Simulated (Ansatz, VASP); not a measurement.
**One calculation of TePt, two programs**

The input INCAR:

```
SYSTEM = TePt
PREC     = Accurate       ! precision mode
ENCUT    = 520            ! plane-wave cutoff, eV
EDIFF    = 1E-6           ! SCF threshold, eV
ISMEAR   = 0              ! smearing method
SIGMA    = 0.1            ! smearing width, eV
LREAL    = .False.        ! projectors in reciprocal space
LASPH    = .True.         ! aspherical terms in the spheres
NELM     = 60             ! most SCF steps
ALGO     = Normal         ! electronic algorithm
ISIF     = 2              ! what is computed and relaxed
LWAVE    = .False.        ! write WAVECAR
LCHARG   = .False.        ! write CHGCAR
GGA      = PS             ! functional
NBANDS   = 24             ! bands
```

KPOINTS

```
Automatic mesh
0
Gamma
  12 12 12
  0 0 0
```

POSCAR

```
TePt
1.0
    1.9731841015      1.1392183722      6.2331925351
   -1.9731841015      1.1392183722      6.2331925351
    0.0000000000     -2.2784367444      6.2331925351
Te Pt
2 2
Direct
    0.5983901813      0.5983901813      0.5983901813
    0.4016098187      0.4016098187      0.4016098187
    0.8724202873      0.8724202873      0.8724202873
    0.1275797127      0.1275797127      0.1275797127
```

Input for Ansatz:

```yaml
crystal:
  lattice:
    - [1.9731841015, 1.1392183722, 6.2331925351]
    - [-1.9731841015, 1.1392183722, 6.2331925351]
    - [0.0, -2.2784367444, 6.2331925351]
  atoms:
    - { symbol: Te, position: [0.5983901813, 0.5983901813, 0.5983901813] }
    - { symbol: Te, position: [0.4016098187, 0.4016098187, 0.4016098187] }
    - { symbol: Pt, position: [0.8724202873, 0.8724202873, 0.8724202873] }
    - { symbol: Pt, position: [0.1275797127, 0.1275797127, 0.1275797127] }
basis:
  ecutwfc: 420
kpoints:
  mp_grid: { grid: [12, 12, 12] }
hamiltonian:
  xc: pbesol
scf:
  occupations: { method: gaussian, width: 0.1 }
output:
  forces: true
  stress: true
  eigenvalues: true
```

Alike in both runs: task single point; functional PBEsol; k mesh 12 × 12 × 12; occupations gaussian, width 0.1 eV; no spin polarisation.

|  | VASP | Ansatz |
| --- | --- | --- |
| version | VASP 6.6.1 | Ansatz 0.2.0 |
| potentials or method | VASP PAW PBE potentials, release 64 (Te, Pt), cutoff 520 eV | scalar-relativistic, plane waves, PAW |
| valence electrons in the cell | 32 | 68 |

Ansatz gave:

| Property | Result |
| --- | --- |
| gap on the k mesh at the Fermi level (eV) | none |
| pressure (GPa) | 9.0 |
| traceless stress, the component that is largest in VASP (GPa) | 0.18 |
| rms of the force components (eV/Å) | 0.536 |

Task: Estimate VASP's values.

Result: gap on the k mesh at the Fermi level (eV): none; pressure (GPa): 8.9; traceless stress, the component that is largest in VASP (GPa): 0.23; rms of the force components (eV/Å): 0.535.

VASP's potentials were made for PBE, not for PBEsol. Atom by atom the forces differ by 0.002 eV/Å (rms over components). A gap of «none» marks a metal or a gap that the smearing closes. VASP's potentials hold 32 valence electrons a cell and Ansatz's 68, so a difference there can come from the potentials and not from the codes.

Spin-orbit coupling is off throughout.
